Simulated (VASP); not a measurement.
# Ca3Si2N (P-6m2) in VASP: notebook

Runs on Ca3Si2N. Level: PBE. Tasks: single point, relaxation of cell and atoms.

All numbers are computed with VASP 6.6.1; they aren't measurements. Logs are shortened: lines on timing, memory, paths and dates and some standing lists are left out, and cuts for length are marked.

## (1) The cell of the first run

Symmetry: P-6m2, No. 187, hexagonal system. Conventional cell: a = 4.821 Å, b = 4.821 Å, c = 6.366 Å, α = 90.00°, β = 90.00°, γ = 120.00°. Within 3.7 Å of Ca (site symmetry -6m2) lie 3 Ca at 2.78 Å and 6 Si at 3.04 Å and 2 N at 3.18 Å. Within 3.7 Å of Ca (site symmetry -6m2) lie 3 N at 2.78 Å and 2 Ca at 3.18 Å and 6 Si at 3.41 Å. Within 3.7 Å of Ca (site symmetry -6m2) lie 5 Ca at 2.78 to 3.18 Å and 6 Si at 3.04 Å. Si (site symmetry 3m) has 1 Si at 2.42 Å and 6 Ca at 3.04 Å within 3.2 Å. N (site symmetry -6m2) has 5 Ca at 2.78 to 3.18 Å and 6 Si at 3.41 Å within 3.7 Å.

The cell was generated, and may not be a known phase.

## (2) Single point, PBE

INCAR reads:

```
SYSTEM = Ca3Si2N
PREC = Accurate
ENCUT = 520
EDIFF = 1E-7
ISMEAR = 0
SIGMA = 0.1
LREAL = .FALSE.
LASPH = .TRUE.
NELM = 80
ALGO = Normal
ISIF = 2
LWAVE = .FALSE.
LCHARG = .FALSE.
GGA = PE
NBANDS = 30
```

KPOINTS reads:

```
regular mesh
0
G
  12 12 6
  0 0 0
```

POSCAR reads:

```
Ca3Si2N
1.0
    4.8208351727      0.0000000000      0.0000000000
   -2.4104175864      4.1749657271      0.0000000000
    0.0000000000      0.0000000000      6.3656155206
Ca Si N
3 2 1
Direct
    0.0000000000      0.0000000000      0.5000000000
    0.3333333333      0.6666666667      0.0000000000
    0.3333333333      0.6666666667      0.5000000000
    0.6666666667      0.3333333333      0.3095556426
    0.6666666667      0.3333333333      0.6904443574
    0.0000000000      0.0000000000      0.0000000000
```

Potentials or basis: VASP PAW PBE potentials, release 64 (Ca_sv, Si, N).

The run is started by

```
$ cat potpaw_PBE.64/Ca_sv/POTCAR potpaw_PBE.64/Si/POTCAR potpaw_PBE.64/N/POTCAR > POTCAR
$ mpirun -np 1 vasp_std > vasp.out
```

OUTCAR:

```text
SYSTEM = Ca3Si2N
   PREC = Accurate
   ENCUT = 520
   EDIFF = 1E-7
   ISMEAR = 0
   LREAL = .FALSE.
   LASPH = .TRUE.
   NELM = 80
   ISIF = 2
   GGA = PE

 ion  position               nearest neighbor table
   1  0.000  0.000  0.500-   3 2.78   3 2.78   3 2.78   5 3.04   4 3.04   5 3.04   4 3.04   5 3.04
                             4 3.04
   2  0.333  0.667  0.000-
   3  0.333  0.667  0.500-   1 2.78   1 2.78   1 2.78   4 3.04   5 3.04   4 3.04   5 3.04   5 3.04
                             4 3.04
   4  0.667  0.333  0.310-   5 2.42   3 3.04   1 3.04   3 3.04   1 3.04   1 3.04   3 3.04
   5  0.667  0.333  0.690-   4 2.42   3 3.04   1 3.04   3 3.04   1 3.04   1 3.04   3 3.04
   6  0.000  0.000  0.000-

  LATTYP: Found a hexagonal cell.
 ALAT       =     4.8208351727
 C/A-ratio  =     1.3204383250

  Lattice vectors:

 A1 = (   4.8208351727,   0.0000000000,   0.0000000000)
 A2 = (  -2.4104175864,   4.1749657271,   0.0000000000)
 A3 = (   0.0000000000,   0.0000000000,   6.3656155206)

Analysis of symmetry for initial positions (statically):
=====================================================================
 Subroutine PRICEL returns:
 Original cell was already a primitive cell.

 Routine SETGRP: Setting up the symmetry group for a
 hexagonal supercell.

 Subroutine GETGRP returns: Found 12 space group operations
 (whereof 12 operations were pure point group operations)
 out of a pool of 24 trial point group operations.

The static configuration has the point symmetry D_3h.

Analysis of symmetry for dynamics (positions and initial velocities):
=====================================================================
 Subroutine PRICEL returns:
 Original cell was already a primitive cell.

 Routine SETGRP: Setting up the symmetry group for a
 hexagonal supercell.

 Subroutine GETGRP returns: Found 12 space group operations
 (whereof 12 operations were pure point group operations)
 out of a pool of 24 trial point group operations.

The dynamic configuration has the point symmetry D_3h.

 Subroutine INISYM returns: Found 12 space group operations
 (whereof 12 operations are pure point group operations),
 and found     1 'primitive' translations

----------------------------------------------------------------------------------------

                                     Primitive cell

  volume of cell :     128.1196

  direct lattice vectors                    reciprocal lattice vectors
     4.820835173  0.000000000  0.000000000     0.207432937  0.119761462  0.000000000
    -2.410417586  4.174965727  0.000000000     0.000000000  0.239522924  0.000000000
     0.000000000  0.000000000  6.365615521     0.000000000  0.000000000  0.157093999

  length of vectors
     4.820835173  4.820835173  6.365615521     0.239522924  0.239522924  0.157093999

  position of ions in fractional coordinates (direct lattice)
     0.000000000  0.000000000  0.500000000
     0.333333333  0.666666667  0.000000000
     0.333333333  0.666666667  0.500000000
     0.666666667  0.333333333  0.309555643
     0.666666667  0.333333333  0.690444357
     0.000000000  0.000000000  0.000000000

  ion indices of the primitive-cell ions
   primitive index   ion index
                 1           1
                 2           2
                 3           3
                 4           4
                 5           5
                 6           6

----------------------------------------------------------------------------------------

 KPOINTS: regular mesh

Automatic generation of k-mesh.
 Grid dimensions read from file:
 generate k-points for:   12   12    6

 Generating k-lattice:

  Cartesian coordinates                     Fractional coordinates (reciprocal lattice)
     0.017286078  0.009980122  0.000000000     0.083333333  0.000000000  0.000000000
     0.000000000  0.019960244  0.000000000     0.000000000  0.083333333  0.000000000
     0.000000000  0.000000000  0.026182333     0.000000000  0.000000000  0.166666667

  Length of vectors
     0.019960244  0.019960244  0.026182333

  Shift w.r.t. Gamma in fractional coordinates (k-lattice)
     0.000000000  0.000000000  0.000000000

 Subroutine IBZKPT returns following result:
 ===========================================

 Found     76 irreducible k-points:

 Following reciprocal coordinates:
            Coordinates               Weight
  0.000000  0.000000  0.000000      1.000000
  0.083333  0.000000  0.000000      6.000000
  0.166667  0.000000  0.000000      6.000000
  0.250000 -0.000000  0.000000      6.000000
  0.333333 -0.000000  0.000000      6.000000
  0.416667 -0.000000  0.000000      6.000000
[... 16 lines left out ...]
  0.250000 -0.000000  0.166667     12.000000
  0.333333 -0.000000  0.166667     12.000000
 [... further k-points ...]
   k-points           NKPTS =     76   k-points in BZ     NKDIM =     76   number of bands    NBANDS=     30
   number of dos      NEDOS =    301   number of ions     NIONS =      6
   total plane-waves  NPLWV =  62208
   dimension x,y,z NGX =    36 NGY =   36 NGZ =   48
   dimension x,y,z NGXF=    72 NGYF=   72 NGZF=   96
   ions per type =               3   2   1
   NGX,Y,Z   is equivalent  to a cutoff of  12.41, 12.41, 12.54 a.u.
   NGXF,Y,Z  is equivalent  to a cutoff of  24.83, 24.83, 25.07 a.u.
 SYSTEM =  Ca3Si2N
   PREC   = accura    normal or accurate (medium, high low for compatibility)
   ISTART =      0    job   : 0-new  1-cont  2-samecut
   ICHARG =      2    charge: 1-file 2-atom 10-const
   ISPIN  =      1    spin polarized calculation?
   LNONCOLLINEAR =      F non collinear calculations
   LSORBIT =      F    spin-orbit coupling
   LASPH  =      T    aspherical Exc in radial PAW
   ENCUT  =  520.0 eV  38.22 Ry    6.18 a.u.   8.96  8.96 11.84*2*pi/ulx,y,z
   NELM   =     80;   NELMIN=  2; NELMDL= -5     # of ELM steps
   EDIFF  = 0.1E-06   stopping-criterion for ELM
   LREAL  =      F    real-space projection
   EDIFFG = 0.1E-05   stopping-criterion for IOM
   NSW    =      0    number of steps for IOM
   IBRION =     -1    ionic relax: 0-MD 1-quasi-New 2-CG
   NFREE  =      0    steps in history (QN), initial steepest desc. (CG)
   ISIF   =      2    stress and relaxation
   ISYM   =      2    0-nonsym 1-usesym 2-fastsym
   POTIM  = 0.5000    time-step for ionic-motion
   TEBEG  =    0.0;   TEEND  =   0.0 temperature during run
   PSTRESS=    0.0 pullay stress
   NELECT =      43.0000    total number of electrons
   NUPDOWN=      -1.0000    fix difference up-down
   EMIN   =  10.00;   EMAX   =-10.00  energy-range for DOS
   EFERMI =   0.00;   METHOD = LEGACY
   ISMEAR =     0;   SIGMA  =   0.10  broadening in eV -4-tet -1-fermi 0-gaus
   EFERMI_NEDOS =   21; number of points for ismear=-14 and -15
   IALGO  =     38    algorithm
   IMIX   =      4    mixing-type and parameters
     AMIX     =   0.40;   BMIX     =  1.00
     AMIX_MAG =   1.60;   BMIX_MAG =  1.00
  volume/ion in A,a.u.               =      21.35       144.10
  Fermi-wavevector in a.u.,A,eV,Ry     =   1.137695  2.149931 17.610694  1.294350
  Thomas-Fermi vector in A             =   2.274400
   LORBIT       =      0    0 simple, 1 ext, 2 COOP (PROOUT), +10 PAW based schemes
   GGA     = PE    functional components
   LHFCALC =     F    Hartree Fock is set to
   AEXX    =    0.0000 exact exchange contribution
   IVDW    =     0    specifies the selected vdW correction
   LEPSILON=     F    determine dielectric tensor
   LRPA    =     F    only Hartree local field effects (RPA)
 non-spin polarized calculation
 Gauss-broadening in eV      SIGMA  =   0.10
  energy-cutoff  :      520.00
  volume of cell :      128.12
 maximum number of plane-waves:      3483
 NGX is ok and might be reduce to    36
   NGX = 17   NGY = 17   NGZ = 23

 number of electron      43.0000004 magnetization

 Free energy of the ion-electron system (eV)
  ---------------------------------------------------
  ext. energy  EPLUGINS =         0.00000000
  ---------------------------------------------------
  free energy    TOTEN  =       -22.11230982 eV

  energy without entropy =      -22.09103694  energy(sigma->0) =      -22.10167338

 E-fermi :   4.1359     XC(G=0):  -9.5143

 val. band max:        4.1351522668   @ k =   0.5000  -0.0000   0.0000
 cond. band min:       4.1504954963   @ k =   0.3333   0.3333   0.3333
 fundamental gap:      0.0153432295
 Fermi energy:         4.1358872000

 k-point     1 :       0.0000    0.0000    0.0000
  band No.  band energies     occupation
      1     -37.1519      2.00000
      2     -36.7361      2.00000
      3     -36.7064      2.00000
      4     -18.6025      2.00000
      5     -18.6025      2.00000
      6     -18.3499      2.00000
[... 22 lines left out ...]
     29       7.2983      0.00000
     30       8.2625      0.00000

 k-point     2 :       0.0833    0.0000    0.0000
  band No.  band energies     occupation
      1     -37.1476      2.00000
      2     -36.7397      2.00000
      3     -36.7073      2.00000
      4     -18.6103      2.00000
      5     -18.5926      2.00000
      6     -18.3478      2.00000
[... 22 lines left out ...]
     29       7.4076      0.00000
     30       8.1915      0.00000

 k-point     3 :       0.1667    0.0000    0.0000
  band No.  band energies     occupation
      1     -37.1352      2.00000
      2     -36.7511      2.00000
      3     -36.7090      2.00000
      4     -18.6310      2.00000
      5     -18.5649      2.00000
      6     -18.3419      2.00000
[... 22 lines left out ...]
     29       7.5579      0.00000
     30       8.0940      0.00000

 k-point     4 :       0.2500   -0.0000    0.0000
  band No.  band energies     occupation
      1     -37.1168      2.00000
      2     -36.7693      2.00000
      3     -36.7102      2.00000
      4     -18.6578      2.00000
      5     -18.5245      2.00000
      6     -18.3338      2.00000
[... 616 lines left out ...]
     29       7.5525      0.00000
     30       8.1134      0.00000

 k-point    23 :       0.2500   -0.0000    0.1667
  band No.  band energies     occupation
      1     -37.1164      2.00000
      2     -36.7688      2.00000
      3     -36.7112      2.00000
      4     -18.6576      2.00000
      5     -18.5243      2.00000
      6     -18.3046      2.00000
[... 22 lines left out ...]
     29       7.6172      0.00000
     30       7.9321      0.00000

 k-point    24 :       0.3333   -0.0000    0.1667
  band No.  band energies     occupation
      1     -37.0957      2.00000
      2     -36.7900      2.00000
      3     -36.7117      2.00000
      4     -18.6829      2.00000
      5     -18.4799      2.00000
      6     -18.2960      2.00000
[... 22 lines left out ...]
     29       7.6429      0.00000
     30       8.0411      0.00000

 [... further k-points ...]

------------------------ aborting loop because EDIFF is reached ----------------------------------------

  FORCE on cell =-STRESS in cart. coord.  units (eV):
  Direction    XX          YY          ZZ          XY          YZ          ZX
  --------------------------------------------------------------------------------------
  -------------------------------------------------------------------------------------
  Total        0.1446790      0.1446790      0.0220414     -0.0000000     -0.0000000      0.0000000
  in kB        1.8092585      1.8092585      0.2756348     -0.0000000     -0.0000000      0.0000000
  external PRESSURE =       1.2980506 kB  Pullay stress =       0.0000000 kB

 VOLUME and BASIS-vectors are now :
 -----------------------------------------------------------------------------
  energy-cutoff  :      520.00
  volume of cell :      128.12
      direct lattice vectors                 reciprocal lattice vectors
     4.820835173  0.000000000  0.000000000     0.207432937  0.119761462  0.000000000
    -2.410417586  4.174965727  0.000000000     0.000000000  0.239522924  0.000000000
     0.000000000  0.000000000  6.365615521     0.000000000  0.000000000  0.157093999

 POSITION                                       TOTAL-FORCE (eV/Angst)
 -----------------------------------------------------------------------------------
      0.00000      0.00000      3.18281        -0.000000     -0.000000      0.000000
     -0.00000      2.78331      0.00000         0.000000      0.000000      0.000000
     -0.00000      2.78331      3.18281        -0.000000      0.000000      0.000000
      2.41042      1.39166      1.97051        -0.000000      0.000000     -0.006051
      2.41042      1.39166      4.39510         0.000000      0.000000      0.006051
      0.00000      0.00000      0.00000        -0.000000      0.000000      0.000000
 -----------------------------------------------------------------------------------
    total drift:                                0.000000     -0.000000     -0.000000

  FREE ENERGIE OF THE ION-ELECTRON SYSTEM (eV)
  ---------------------------------------------------
  free  energy   TOTEN  =       -22.1123098195 eV

  energy  without entropy=      -22.0910369434  energy(sigma->0) =      -22.10167338
```

Run time: 2.7 min. Hardware: 1 thread of Intel Xeon 6975P-C (Granite Rapids), shared host; peak memory 0.41 GiB.

What came out:

```yaml
Free_energy: -22.1123 eV
Pressure: 0.1 GPa
Largest_force: 0.006 eV/Å
Band_gap_on_the_k_mesh: zero (an odd number of electrons rules out a gap without spin polarisation)
```

Forces on the atoms (eV/Å):
```
Ca   0.000  0.000  0.000
Ca   0.000  0.000  0.000
Ca   0.000  0.000  0.000
Si   0.000  0.000 -0.006
Si   0.000  0.000  0.006
N    0.000  0.000  0.000
```

Levels at points of the mesh, in eV from the Fermi level:
```csv
k point,band 18,band 19,band 20,band 21,band 22,band 23,band 24,band 25
"(0.00, 0.00, 0.00)",-2.26,-0.95,-0.95,-0.42,0.32,0.32,0.82,1.31
"(0.50, 0.00, 0.00)",-2.03,-1.85,-1.00,-0.56,0.00,0.42,0.63,1.39
"(0.00, 0.00, 0.50)",-2.05,-1.43,-1.43,0.42,0.54,0.54,1.89,1.89
"(0.50, 0.00, 0.50)",-1.72,-1.67,-1.38,-0.21,-0.21,0.21,0.95,1.58
```

## (3) Relaxation of cell and atoms, PBE

This run uses another cell than the first one, of 21.72 Å³/atom.

INCAR reads:

```
  PREC = Accurate
  ENCUT = 600
  EDIFF = 1E-6
  ISMEAR = 0
  SIGMA = 0.1
  LREAL = F
  LASPH = T
  NELM = 80
  ALGO = Normal
  ISIF = 3
  LWAVE = F
  LCHARG = F
  GGA = PE
  IBRION = 2
  NSW = 90
  EDIFFG = -0.04
```

KPOINTS reads:

```
regular mesh
0
Gamma
  6 6 4
```

POSCAR reads:

```
Ca3Si2N
1.0
    4.8011477431      0.0000000000      0.0000000000
   -2.4005738715      4.1579159128      0.0000000000
    0.0000000000      0.0000000000      6.5293005604
Ca Si N
3 2 1
Direct
    0.0000000000      0.0000000000      0.5000000000
    0.3333333333      0.6666666667      0.0000000000
    0.3333333333      0.6666666667      0.5000000000
    0.6666666667      0.3333333333      0.3152576923
    0.6666666667      0.3333333333      0.6847423077
    0.0000000000      0.0000000000      0.0000000000
```

Potentials or basis: VASP PAW PBE potentials, release 64 (Ca_sv, Si, N).

The run is started by

```
$ cat potpaw_PBE.64/Ca_sv/POTCAR potpaw_PBE.64/Si/POTCAR potpaw_PBE.64/N/POTCAR > POTCAR
$ mpirun -np 1 vasp_std > vasp.out
```

Run time: 2.9 min. Hardware: 1 thread of Intel Xeon 6975P-C (Granite Rapids), shared host; peak memory 0.34 GiB.

Results (log left out):

```yaml
Free_energy: -22.1004 eV
Relaxed_volume: 21.75 Å³/atom
Relaxed_cell: a = 4.819 Å, b = 4.819 Å, c = 6.487 Å, α = 90.00°, β = 90.00°, γ = 120.00°
Space_group_after_relaxing_to_0.1_Å: P-6m2 (No. 187)
Energy_gained_by_relaxing: 0.5 meV/atom
Ionic_steps: 4
Pressure_after_relaxing: -0.2 GPa
Largest_force_after_relaxing: 0.010 eV/Å
Band_gap_on_the_k_mesh: zero (an odd number of electrons rules out a gap without spin polarisation)
```

Forces on the atoms (eV/Å):
```
Ca   0.000  0.000  0.000
Ca   0.000  0.000  0.000
Ca   0.000  0.000  0.000
Si   0.000  0.000 -0.010
Si   0.000  0.000  0.010
N    0.000  0.000  0.000
```

Stress tensor (GPa, compression positive):
```
-0.17  0.00  0.00
 0.00 -0.17  0.00
 0.00  0.00 -0.29
```

The path:
```tsv
step	energy change (eV)	largest force (eV/Å)	pressure (GPa)	volume (Å³)
1	0.0000	0.1010	0.12	130.34
2	-0.0015	0.0526	-0.08	130.65
3	-0.0019	0.0066	-0.28	130.95
4	-0.0031	0.0103	-0.21	130.47
```

Final structure:
```xyz
6
Lattice="4.8190 0.0000 0.0000 -2.4095 4.1734 0.0000 0.0000 0.0000 6.4875" Properties=species:S:1:pos:R:3 pbc="T T T"
Ca    4.8190    0.0000    3.2437
Ca    0.0000    2.7823    0.0000
Ca    0.0000    2.7823    3.2437
Si    2.4095    1.3911    2.0318
Si    2.4095    1.3911    4.4557
N     0.0000    0.0000    0.0000
```

Levels at points of the mesh, in eV from the Fermi level:
```
           k point  band 19  band 20  band 21  band 22  band 23  band 24  band 25
(0.00, 0.00, 0.00)    -0.88    -0.88    -0.35     0.43     0.43     0.98     1.38
(0.50, 0.00, 0.00)    -1.76    -0.90    -0.50     0.06     0.50     0.65     1.47
(0.00, 0.00, 0.50)    -1.29    -1.29     0.45     0.63     0.63     1.90     1.90
(0.50, 0.00, 0.50)    -1.58    -1.34    -0.21    -0.19     0.23     1.00     1.70
```
